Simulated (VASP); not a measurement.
Write the native input for VASP 6.6.1 that does the following.

```yaml
Task: single point
Functional: PBE
Potentials_or_basis: VASP PAW PBE potentials, release 64 (Ti_sv)
Cutoff: 520 eV
k_mesh: 12 × 12 × 12
Occupations: fermi-dirac, width 0.08 eV
Spin: no spin polarisation
Dipole_correction: no
Further_INCAR_settings: ALGO = Normal; EDIFF = 1e-06; NBANDS = 19
```

The structure of Ti lies in POSCAR:

```
Ti
1.0
    0.0000000000      2.3303008120      2.3303008120
    2.3303008120      0.0000000000      2.3303008120
    2.3303008120      2.3303008120      0.0000000000
Ti
2
Direct
   -0.1250000000     -0.1250000000     -0.1250000000
    0.1250000000      0.1250000000      0.1250000000
```

This isn't the form of Ti at room conditions, which is hcp.

These files were run (other wordings do the same):

INCAR

```
SYSTEM = Ti
ALGO = Normal
EDIFF = 1E-6
ENCUT = 520
GGA = PE
ISIF = 2
ISMEAR = -1
LASPH = .TRUE.
LCHARG = .FALSE.
LREAL = .FALSE.
LWAVE = .FALSE.
NBANDS = 19
NELM = 100
PREC = Accurate
SIGMA = 0.08
```

KPOINTS

```
k-points
0
G
  12 12 12
  0 0 0
```

Potentials or basis: VASP PAW PBE potentials, release 64 (Ti_sv).

The run is started by

```console
$ cat potpaw_PBE.64/Ti_sv/POTCAR > POTCAR
$ mpirun -np 1 vasp_std > vasp.out
```

It gave:

| Property | Result |
| --- | --- |
| Pressure | 62.8 GPa |
| Band gap on the k mesh | zero (bands 12 and 13 overlap by 2.05 eV) |

Caveat: atoms lie so close that the PAW spheres overlap strongly, which falsifies energies and pressures; the cell stands under pressure.

Wall time 86 s on 1 thread of AMD EPYC 7R13, on a shared host, peak memory 0.14 GiB.
